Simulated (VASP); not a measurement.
# Ga8N7 (a cell with a defect) in VASP: single point with PBE

Aim: the single point of Ga8N7 (a cell with a defect) with PBE.

Program: VASP 6.6.1. These are calculated values, not measurements. Logs are shortened: lines on timing, memory, paths and dates and some standing lists are left out, and cuts for length are marked.

### Step 1. The cell of the first run

The cell holds a defect, 15 atoms: a = 6.351 Å, b = 6.351 Å, c = 5.165 Å, α = 90.00°, β = 90.00°, γ = 60.00°.

### Step 2. Single point, PBE

INCAR

```
SYSTEM = Ga8N7
PREC     = Accurate       ! precision mode
ENCUT    = 520            ! plane-wave cutoff, eV
EDIFF    = 1E-6           ! SCF threshold, eV
ISMEAR   = 1              ! smearing method
SIGMA    = 0.15           ! smearing width, eV
LREAL    = Auto         
LASPH    = .True.         ! aspherical terms in the spheres
NELM     = 100            ! most SCF steps
ALGO     = Normal         ! electronic algorithm
ISIF     = 2              ! what is computed and relaxed
LWAVE    = .False.        ! write WAVECAR
LCHARG   = .False.        ! write CHGCAR
GGA      = PE             ! functional
NBANDS   = 82             ! bands
```

KPOINTS

```
regular mesh
0
Gamma
  3 3 3
  0 0 0
```

POSCAR

```
Ga8N7
1.0
    3.1753554400      5.4998769600      0.0000000000
   -3.1753554400      5.4998769600      0.0000000000
    0.0000000000      0.0000000000      5.1651790000
Ga N
8 7
Direct
    0.3323168458      0.3335104130     -0.0014661641
    0.1657172376      0.1671662093      0.4973370720
    0.3437423565      0.8278383983     -0.0074183295
    0.1657555839      0.6664592153      0.4973655318
    0.8266459423      0.3450242691     -0.0068303538
    0.6650860867      0.1671138031      0.4976143131
    0.8267147631      0.8276044273     -0.0067666580
    0.6651758855      0.6670717363      0.5276396036
    0.3322332679      0.3335568992      0.3754648193
    0.1654414057      0.1667880266      0.8758927813
    0.3374053041      0.8309755609      0.3768082384
    0.1654955359      0.6671165450      0.8759187242
    0.6660147355      0.1666284369      0.8761901572
    0.8294213389      0.8308841673      0.3774730750
    0.8293986692      0.3390318333      1.3774192530
```

Potentials or basis: VASP PAW PBE potentials, release 64 (Ga_d, N).

Launch:

```bash
> cat potpaw_PBE.64/Ga_d/POTCAR potpaw_PBE.64/N/POTCAR > POTCAR
> mpirun -np 1 vasp_std > vasp.out
```

OUTCAR:

```text
SYSTEM = Ga8N7
   PREC = Accurate
   ENCUT = 520
   EDIFF = 1E-6
   ISMEAR = 1
   LREAL = Auto
   LASPH = .True.
   NELM = 100
   ISIF = 2
   GGA = PE

 ion  position               nearest neighbor table
   1  0.332  0.334  0.999-  12 1.94  10 1.94  13 1.94   9 1.95
   2  0.166  0.167  0.497-   9 1.94  15 1.95  11 1.95  10 1.96
   3  0.344  0.828  0.993-  10 1.96  12 1.96  11 1.98
   4  0.166  0.666  0.497-   9 1.94  14 1.95  11 1.95  12 1.96
   5  0.827  0.345  0.993-  10 1.96  13 1.96  15 1.98
   6  0.665  0.167  0.498-   9 1.94  14 1.95  15 1.95  13 1.96
   7  0.827  0.828  0.993-  12 1.96  13 1.96  14 1.98
   8  0.665  0.667  0.528-  11 1.96  14 1.96  15 1.96
   9  0.332  0.334  0.375-   2 1.94   4 1.94   6 1.94   1 1.95
  10  0.165  0.167  0.876-   1 1.94   2 1.96   3 1.96   5 1.96
  11  0.337  0.831  0.377-   4 1.95   2 1.95   8 1.96   3 1.98
  12  0.165  0.667  0.876-   1 1.94   4 1.96   3 1.96   7 1.96
  13  0.666  0.167  0.876-   1 1.94   6 1.96   5 1.96   7 1.96
  14  0.829  0.831  0.377-   6 1.95   4 1.95   8 1.96   7 1.98
  15  0.829  0.339  0.377-   2 1.95   6 1.95   8 1.96   5 1.98

  LATTYP: Found a hexagonal cell.
 ALAT       =     6.3507108850
 C/A-ratio  =     0.8133229639

  Lattice vectors:

 A1 = (   3.1753554400,  -5.4998769600,   0.0000000000)
 A2 = (   3.1753554400,   5.4998769600,   0.0000000000)
 A3 = (   0.0000000000,   0.0000000000,   5.1651790000)

Analysis of symmetry for initial positions (statically):
=====================================================================
 Subroutine PRICEL returns:
 Original cell was already a primitive cell.

 Routine SETGRP: Setting up the symmetry group for a
 hexagonal supercell.

 Subroutine GETGRP returns: Found  1 space group operations
 (whereof  1 operations were pure point group operations)
 out of a pool of 24 trial point group operations.

The static configuration has the point symmetry C_1 .

Analysis of symmetry for dynamics (positions and initial velocities):
=====================================================================
 Subroutine PRICEL returns:
 Original cell was already a primitive cell.

 Routine SETGRP: Setting up the symmetry group for a
 hexagonal supercell.

 Subroutine GETGRP returns: Found  1 space group operations
[... 130 lines left out ...]
   NUPDOWN=      -1.0000    fix difference up-down
   EMIN   =  10.00;   EMAX   =-10.00  energy-range for DOS
   EFERMI =   0.00;   METHOD = LEGACY
   ISMEAR =     1;   SIGMA  =   0.15  broadening in eV -4-tet -1-fermi 0-gaus
   EFERMI_NEDOS =   21; number of points for ismear=-14 and -15
   IALGO  =     38    algorithm
   IMIX   =      4    mixing-type and parameters
     AMIX     =   0.40;   BMIX     =  1.00
     AMIX_MAG =   1.60;   BMIX_MAG =  1.00
  volume/ion in A,a.u.               =      12.03        81.16
  Fermi-wavevector in a.u.,A,eV,Ry     =   1.500812  2.836123 30.646248  2.252436
  Thomas-Fermi vector in A             =   2.612264
   LORBIT       =      0    0 simple, 1 ext, 2 COOP (PROOUT), +10 PAW based schemes
   GGA     = PE    functional components
   LHFCALC =     F    Hartree Fock is set to
   AEXX    =    0.0000 exact exchange contribution
   IVDW    =     0    specifies the selected vdW correction
   LEPSILON=     F    determine dielectric tensor
   LRPA    =     F    only Hartree local field effects (RPA)
 non-spin polarized calculation
 Methfessel and Paxton  Order N= 1 SIGMA  =   0.15
  energy-cutoff  :      520.00
  volume of cell :      180.41
 maximum number of plane-waves:      4933
   NGX = 23   NGY = 23   NGZ = 19

 number of electron     139.0000017 magnetization

 Free energy of the ion-electron system (eV)
  ---------------------------------------------------
  ext. energy  EPLUGINS =         0.00000000
  ---------------------------------------------------
  free energy    TOTEN  =       -85.45732058 eV

  energy without entropy =      -85.44317923  energy(sigma->0) =      -85.45260680

 E-fermi :   7.3980     XC(G=0): -11.5741

 val. band max:        7.1511158821   @ k =   0.3333   0.3333   0.0000
 cond. band min:       7.4012292006   @ k =   0.3333  -0.0000   0.3333
 fundamental gap:      0.2501133185
 Fermi energy:         7.3980003053

 k-point     1 :       0.0000    0.0000    0.0000
  band No.  band energies     occupation
      1     -10.7494      2.00000
      2      -9.9617      2.00000
      3      -9.9606      2.00000
      4      -9.9525      2.00000
      5      -9.8695      2.00000
      6      -9.7922      2.00000
[... 1165 lines left out ...]
     80      12.4991      0.00000
     81      12.7099      0.00000
 [bands above 81 left out]

------------------------ aborting loop because EDIFF is reached ----------------------------------------

  FORCE on cell =-STRESS in cart. coord.  units (eV):
  Direction    XX          YY          ZZ          XY          YZ          ZX
  --------------------------------------------------------------------------------------
  -------------------------------------------------------------------------------------
  Total        7.4093550      7.3680930      3.9881267      0.0349907      0.0312120      0.0445317
  in kB       65.8006663     65.4342285     35.4175758      0.3107439      0.2771862      0.3954748
  external PRESSURE =      55.5508235 kB  Pullay stress =       0.0000000 kB

 VOLUME and BASIS-vectors are now :
 -----------------------------------------------------------------------------
  energy-cutoff  :      520.00
  volume of cell :      180.41
      direct lattice vectors                 reciprocal lattice vectors
     3.175355440  5.499876960  0.000000000     0.157462687  0.090911125  0.000000000
    -3.175355440  5.499876960  0.000000000    -0.157462687  0.090911125  0.000000000
     0.000000000  0.000000000  5.165179000     0.000000000  0.000000000  0.193604133

 POSITION                                       TOTAL-FORCE (eV/Angst)
 -----------------------------------------------------------------------------------
     -0.00379      3.66197      5.15761         0.001460      0.001084      0.008421
     -0.00460      1.83082      2.56884         0.000322     -0.003463     -0.009193
     -1.53718      6.44355      5.12686        -0.006814     -0.003850      0.014686
     -1.58991      4.57708      2.56898        -0.003290      0.000967     -0.009189
      1.52932      6.44404      5.12990         0.006993     -0.004655      0.012645
      1.58124      4.57700      2.57027         0.002786      0.002049     -0.008062
     -0.00283      9.09855      5.13023        -0.002850      0.007955      0.011932
     -0.00602      7.32720      2.72535         0.002377      0.000837      0.012985
     -0.00420      3.66176      1.93934        -0.000411     -0.000243     -0.009689
     -0.00428      1.82722      4.52414        -0.000034      0.003283      0.002762
     -1.56726      6.42595      1.94628        -0.017225     -0.009352     -0.007881
     -1.59283      4.57926      4.52428         0.002703     -0.002367      0.002633
      1.58573      4.57943      4.52568        -0.003224     -0.001397      0.002327
     -0.00465      9.13148      1.94972         0.001463      0.017865     -0.012273
      1.55709      6.42622      1.94944         0.015743     -0.008713     -0.012104
 -----------------------------------------------------------------------------------
    total drift:                                0.003607      0.004230      0.001582

  FREE ENERGIE OF THE ION-ELECTRON SYSTEM (eV)
  ---------------------------------------------------
  free  energy   TOTEN  =       -85.4573205821 eV

  energy  without entropy=      -85.4431792263  energy(sigma->0) =      -85.45260680
```

OSZICAR:

```text
N       E                     dE             d eps       ncg     rms          rms(c)
DAV:   1     0.197204118249E+04    0.19720E+04   -0.58131E+04  2520   0.317E+03
DAV:   2     0.401765737571E+03   -0.15703E+04   -0.15049E+04  2296   0.881E+02
DAV:   3    -0.453790993014E+02   -0.44714E+03   -0.42867E+03  2828   0.284E+02
[... 10 lines left out ...]
DAV:  14    -0.854573378115E+02   -0.11154E-04   -0.38385E-04  3200   0.210E-01    0.701E-02
DAV:  15    -0.854573223293E+02    0.15482E-04   -0.11792E-04  3264   0.247E-01    0.465E-02
DAV:  16    -0.854573232071E+02   -0.87786E-06   -0.92791E-05  3880   0.896E-02    0.141E-02
DAV:  17    -0.854573200799E+02    0.31272E-05   -0.29413E-05  3168   0.106E-01    0.620E-03
DAV:  18    -0.854573206735E+02   -0.59354E-06   -0.12156E-05  2776   0.300E-02    0.495E-03
DAV:  19    -0.854573205821E+02    0.91346E-07   -0.15582E-06  1560   0.226E-02
   1 F= -.85457321E+02 E0= -.85452607E+02  d E =-.141414E-01
```

Wall time 6.4 min (1 thread of AMD EPYC 9R14 (Zen 4), shared host); peak memory 0.32 GiB.

Results:

| Item | Value |
| --- | --- |
| Free energy | -85.4573 eV |
| Pressure | 5.6 GPa |
| Largest force | 0.022 eV/Å |
| Band gap on the k mesh | zero (an odd number of electrons rules out a gap without spin polarisation) |

Forces in eV/Å, atoms in the order of the input:
```
Ga   0.001  0.001  0.008
Ga   0.000 -0.003 -0.009
Ga  -0.007 -0.004  0.015
Ga  -0.003  0.001 -0.009
Ga   0.007 -0.005  0.013
Ga   0.003  0.002 -0.008
Ga  -0.003  0.008  0.012
Ga   0.002  0.001  0.013
N    0.000  0.000 -0.010
N    0.000  0.003  0.003
N   -0.017 -0.009 -0.008
N    0.003 -0.002  0.003
N   -0.003 -0.001  0.002
N    0.001  0.018 -0.012
N    0.016 -0.009 -0.012
```

Stress tensor (GPa, compression positive):
```
6.58 0.03 0.04
0.03 6.54 0.03
0.04 0.03 3.54
```

Levels at points of the mesh, in eV from the Fermi level:
```
           k point  band 65  band 66  band 67  band 68  band 69  band 70  band 71  band 72  band 73  band 74
(0.00, 0.00, 0.00)    -3.24    -3.24    -3.07    -2.56    -2.56     0.58     0.83     1.68     1.69     2.48
```

Caveat: the k points lie up to 0.41 Å⁻¹ apart, too coarse for converged energies and pressures of a metal.
